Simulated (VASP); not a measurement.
# Hg3W (Im-3m) in VASP: a series of runs, part 2 of 2

VASP 6.6.1.

## 3. Single point, PBE

This run uses another cell than the first one, of 23.76 Å³/atom.

Contents of INCAR:

```
SYSTEM = Hg3W
ALGO = Fast
EDIFF = 1E-7
ENCUT = 520
GGA = PE
ISIF = 2
ISMEAR = 0
LASPH = .TRUE.
LCHARG = .FALSE.
LREAL = .FALSE.
LWAVE = .FALSE.
NBANDS = 33
NELM = 100
PREC = Accurate
SIGMA = 0.1
```

Contents of KPOINTS:

```
k-points
0
G
  12 12 12
  0 0 0
```

Contents of POSCAR:

```
Hg3W
1.0
   -2.8749445295      2.8749445295      2.8749445295
    2.8749445295     -2.8749445295      2.8749445295
    2.8749445295      2.8749445295     -2.8749445295
Hg W
3 1
Direct
    0.0000000000      0.5000000000      0.5000000000
    0.5000000000      0.0000000000      0.5000000000
    0.5000000000      0.5000000000      0.0000000000
    0.0000000000      0.0000000000      0.0000000000
```

Potentials or basis: VASP PAW PBE potentials, release 64 (Hg, W_sv).

Run with:

```bash
cat potpaw_PBE.64/Hg/POTCAR potpaw_PBE.64/W_sv/POTCAR > POTCAR
mpirun -np 1 vasp_std > vasp.out
```

OUTCAR:

```text
SYSTEM = Hg3W
   EDIFF = 1E-7
   ENCUT = 520
   GGA = PE
   ISIF = 2
   ISMEAR = 0
   LASPH = .TRUE.
   LREAL = .FALSE.
   NELM = 100
   PREC = Accurate

 ion  position               nearest neighbor table
   1  0.000  0.500  0.500-   2 2.87   3 2.87   4 2.87   4 2.87   3 2.87   2 2.87
   2  0.500  0.000  0.500-   1 2.87   3 2.87   4 2.87   3 2.87   4 2.87   1 2.87
   3  0.500  0.500  0.000-   1 2.87   2 2.87   4 2.87   2 2.87   1 2.87   4 2.87
   4  0.000  0.000  0.000-   1 2.87   2 2.87   3 2.87   1 2.87   2 2.87   3 2.87

  LATTYP: Found a body centered cubic cell.
 ALAT       =     5.7498890590

  Lattice vectors:

 A1 = (  -2.8749445295,   2.8749445295,   2.8749445295)
 A2 = (   2.8749445295,  -2.8749445295,   2.8749445295)
 A3 = (   2.8749445295,   2.8749445295,  -2.8749445295)

Analysis of symmetry for initial positions (statically):
=====================================================================
 Subroutine PRICEL returns:
 Original cell was already a primitive cell.

 Routine SETGRP: Setting up the symmetry group for a
 body centered cubic supercell.
[... 172 lines left out ...]

 E-fermi :   3.5999     XC(G=0): -10.9192

 val. band max:        3.5995746679   @ k =   0.3333   0.1667   0.1667
 cond. band min:       3.6004434561   @ k =   0.0833   0.0000   0.0000
 fundamental gap:      0.0008687882
 Fermi energy:         3.5998956616

 k-point     1 :       0.0000    0.0000    0.0000
  band No.  band energies     occupation
      1     -70.7915      2.00000
      2     -34.9414      2.00000
      3     -34.9414      2.00000
      4     -34.9414      2.00000
      5      -5.2102      2.00000
      6      -4.7081      2.00000
[... 853 lines left out ...]
     32      10.3581      0.00000
     33      10.4389      0.00000

 [... further k-points ...]

------------------------ aborting loop because EDIFF is reached ----------------------------------------

  FORCE on cell =-STRESS in cart. coord.  units (eV):
  Direction    XX          YY          ZZ          XY          YZ          ZX
  --------------------------------------------------------------------------------------
  -------------------------------------------------------------------------------------
  Total        0.3276404      0.3276404      0.3276404      0.0000000      0.0000000      0.0000000
  in kB        5.5228033      5.5228033      5.5228033      0.0000000      0.0000000      0.0000000
  external PRESSURE =       5.5228033 kB  Pullay stress =       0.0000000 kB

 VOLUME and BASIS-vectors are now :
 -----------------------------------------------------------------------------
  energy-cutoff  :      520.00
  volume of cell :       95.05
      direct lattice vectors                 reciprocal lattice vectors
    -2.874944530  2.874944530  2.874944530     0.000000000  0.173916399  0.173916399
     2.874944530 -2.874944530  2.874944530     0.173916399  0.000000000  0.173916399
     2.874944530  2.874944530 -2.874944530     0.173916399  0.173916399  0.000000000

 POSITION                                       TOTAL-FORCE (eV/Angst)
 -----------------------------------------------------------------------------------
      2.87494      0.00000      0.00000        -0.000000     -0.000000     -0.000000
      0.00000      2.87494      0.00000        -0.000000      0.000000      0.000000
      0.00000      0.00000      2.87494         0.000000     -0.000000      0.000000
      0.00000      0.00000      0.00000         0.000000      0.000000     -0.000000
 -----------------------------------------------------------------------------------
    total drift:                               -0.000000     -0.000000      0.000000

  FREE ENERGIE OF THE ION-ELECTRON SYSTEM (eV)
  ---------------------------------------------------
  free  energy   TOTEN  =        -8.1686799365 eV

  energy  without entropy=       -8.1328693870  energy(sigma->0) =       -8.15077466
```

OSZICAR:

```text
N       E                     dE             d eps       ncg     rms          rms(c)
DAV:   1     0.465084003134E+03    0.46508E+03   -0.25339E+04  4752   0.153E+03
DAV:   2     0.789922886185E+01   -0.45718E+03   -0.44110E+03  5172   0.437E+02
DAV:   3    -0.867208164820E+01   -0.16571E+02   -0.16208E+02  5424   0.857E+01
DAV:   4    -0.882264463332E+01   -0.15056E+00   -0.14926E+00  5060   0.741E+00
DAV:   5    -0.882401584063E+01   -0.13712E-02   -0.13710E-02  5355   0.642E-01    0.120E+01
RMM:   6    -0.827880039686E+01    0.54522E+00   -0.14540E+00  4904   0.735E+00    0.660E+00
RMM:   7    -0.821295469594E+01    0.65846E-01   -0.31241E-01  5128   0.276E+00    0.527E+00
RMM:   8    -0.817002760015E+01    0.42927E-01   -0.92506E-02  5068   0.165E+00    0.169E+00
RMM:   9    -0.816850345367E+01    0.15241E-02   -0.11805E-02  5468   0.747E-01    0.201E-01
RMM:  10    -0.816866316623E+01   -0.15971E-03   -0.10454E-03  5349   0.204E-01    0.524E-02
RMM:  11    -0.816867685003E+01   -0.13684E-04   -0.21753E-04  5489   0.844E-02    0.831E-03
RMM:  12    -0.816867908194E+01   -0.22319E-05   -0.29281E-05  5511   0.362E-02    0.450E-03
RMM:  13    -0.816867976968E+01   -0.68774E-06   -0.93198E-06  5793   0.171E-02    0.188E-03
RMM:  14    -0.816867993717E+01   -0.16749E-06   -0.52080E-07  3806   0.330E-03    0.774E-04
RMM:  15    -0.816867993650E+01    0.66393E-09   -0.83504E-08  3020   0.163E-03
   1 F= -.81686799E+01 E0= -.81507747E+01  d E =-.358105E-01
```

Run time: 2.6 min. Hardware: 1 thread of AMD EPYC 9R45 (Zen 5), shared host; peak memory 0.34 GiB.

Results:

- Free energy: -8.1687 eV
- Pressure: 0.6 GPa
- Band gap on the k mesh: zero (bands 25 and 26 overlap by 0.35 eV)

Levels at points of the mesh, in eV from the Fermi level:
```csv
k point,band 23,band 24,band 25,band 26,band 27,band 28
"(0.00, 0.00, 0.00)",0.16,0.16,0.16,1.51,1.51,1.51
"(0.50, 0.00, 0.00)",-1.12,-1.10,-0.89,-0.16,0.20,1.90
"(0.50, 0.50, 0.50)",-1.81,-1.81,-0.94,0.42,0.42,0.42
```

Caveat: spin-orbit coupling is left out, which moves the levels of the heavy elements.

## 4. Relaxation of cell and atoms, PBE

This run uses another cell than the first one, of 23.85 Å³/atom.

Contents of INCAR:

```
PREC     = Accurate       # precision mode
ENCUT    = 600            # plane-wave cutoff, eV
EDIFF    = 1E-6           # SCF threshold, eV
ISMEAR   = 0              # smearing method
SIGMA    = 0.1            # smearing width, eV
LREAL    = False          # projectors in reciprocal space
LASPH    = True           # aspherical terms in the spheres
NELM     = 100            # most SCF steps
ALGO     = Fast           # electronic algorithm
ISIF     = 3              # what is computed and relaxed
LWAVE    = False          # write WAVECAR
LCHARG   = False          # write CHGCAR
GGA      = PE             # functional
IBRION   = 2              # ionic algorithm
NSW      = 100            # ionic steps
EDIFFG   = -0.01          # ionic threshold
```

Contents of KPOINTS:

```
Automatic mesh
0
Gamma
  12 12 12
```

Contents of POSCAR:

```
Hg3W
1.0
   -2.8784294894      2.8784294894      2.8784294894
    2.8784294894     -2.8784294894      2.8784294894
    2.8784294894      2.8784294894     -2.8784294894
Hg W
3 1
Direct
    0.0000000000      0.5000000000      0.5000000000
    0.5000000000      0.0000000000      0.5000000000
    0.5000000000      0.5000000000      0.0000000000
    0.0000000000      0.0000000000      0.0000000000
```

Run with:

```bash
cat potpaw_PBE.64/Hg/POTCAR potpaw_PBE.64/W_sv/POTCAR > POTCAR
mpirun -np 1 vasp_std > vasp.out
```

Wall time 4.5 min (1 thread of AMD EPYC 9R45 (Zen 5), shared host); peak memory 0.38 GiB.

Results (log left out):

| Item | Value |
| --- | --- |
| Free energy | -8.1703 eV |
| Relaxed volume | 23.96 Å³/atom |
| Relaxed cell | a = 4.994 Å, b = 4.994 Å, c = 4.994 Å, α = 109.47°, β = 109.47°, γ = 109.47° |
| Space group after relaxing (to 0.1 Å) | Im-3m (No. 229) |
| Energy gained by relaxing | 0.1 meV/atom |
| Ionic steps | 3 |
| Pressure after relaxing | 0.0 GPa |
| Band gap on the k mesh | zero (bands 25 and 26 overlap by 0.34 eV) |

The path:
```
step  energy change (eV)  largest force (eV/Å)  pressure (GPa)  volume (Å³)
   1              0.0000                0.0000            0.34        95.40
   2             -0.0004                0.0000           -0.18        96.10
   3             -0.0005                0.0000            0.00        95.86
```

Final structure:
```
Hg W
1.0
    -2.88305    2.88305    2.88305
     2.88305   -2.88305    2.88305
     2.88305    2.88305   -2.88305
Hg W
3 1
Direct
  0.00000 0.50000 0.50000
  0.50000 0.00000 0.50000
  0.50000 0.50000 0.00000
  0.00000 0.00000 0.00000
```

Levels at points of the mesh, in eV from the Fermi level:
| k point | band 22 | band 23 | band 24 | band 25 | band 26 | band 27 | band 28 | band 29 |
| --- | --- | --- | --- | --- | --- | --- | --- | --- |
| (0.00, 0.00, 0.00) | -0.89 | 0.16 | 0.16 | 0.16 | 1.53 | 1.53 | 1.53 | 2.43 |
| (0.50, 0.00, 0.00) | -1.92 | -1.10 | -1.09 | -0.90 | -0.16 | 0.20 | 1.89 | 2.95 |
| (0.50, 0.50, 0.50) | -1.77 | -1.77 | -1.77 | -0.96 | 0.42 | 0.42 | 0.42 | 2.61 |

Caveat: spin-orbit coupling is left out, which moves the levels of the heavy elements.

## 5. Overview

| task | cell | k mesh | cutoff (eV) | gap on the mesh (eV) | pressure (GPa) |
| --- | --- | --- | --- | --- | --- |
| single point | a = 5.207 Å, angles 109.5°, 4 atoms | 4 × 4 × 4 | 520 | none | -6.4 |
| single point | a = 4.980 Å, angles 109.5°, 4 atoms | 12 × 12 × 12 | 520 | none | 0.6 |
| relaxation of cell and atoms | relaxed from a = 4.986 Å, angles 109.5°, 4 atoms | 12 × 12 × 12 | 600 | none | 0.0 |

Alike in all rows: level PBE; potentials or basis VASP PAW PBE potentials, release 64 (Hg, W_sv); no spin polarisation; smearing gaussian 0.1 eV.

Caveats: some runs use coarse meshes; spin-orbit coupling is left out, which moves the levels of the heavy elements.

Absolute energies hang on the potentials; compare differences alone.

The gap in the log of VASP goes by the Fermi energy; the results here count the filled bands.